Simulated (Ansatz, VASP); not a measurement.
# One calculation of BaTe, two programs

```
Ba Te
1.0
     4.84902    0.00000    0.00000
    -2.42451    4.19938    0.00000
     0.00000    0.00000    8.60694
Ba Te
2 2
Direct
  0.66667 0.33333 0.75000
  0.33333 0.66667 0.25000
  0.00000 0.00000 0.00000
  0.00000 0.00000 0.50000
```

Alike in both runs: functional PBE; k mesh 6 × 6 × 4; occupations gaussian, width 0.02 eV; no spin polarisation.

Ansatz relaxed the structure, and its values are those at the end. VASP's run is a single point on that final structure, the one shown.

|  | VASP | Ansatz |
| --- | --- | --- |
| version | VASP 6.6.1 | Ansatz 0.2.0 |
| potentials or method | VASP PAW PBE potentials, release 64 (Ba_sv, Te), cutoff 520 eV | scalar-relativistic, plane waves, PAW |
| valence electrons in the cell | 32 | 52 |

```tsv
	VASP	Ansatz	Ansatz less VASP
gap on the k mesh at the Fermi level (eV)	1.31	1.37	+0.059
least direct gap on the mesh (eV)	1.63	1.68	+0.047
pressure (GPa)	0.3	0.0	-0.32
```

VASP's potentials hold 32 valence electrons a cell and Ansatz's 52, so a difference there can come from the potentials and not from the codes.

Spin-orbit coupling is off throughout.
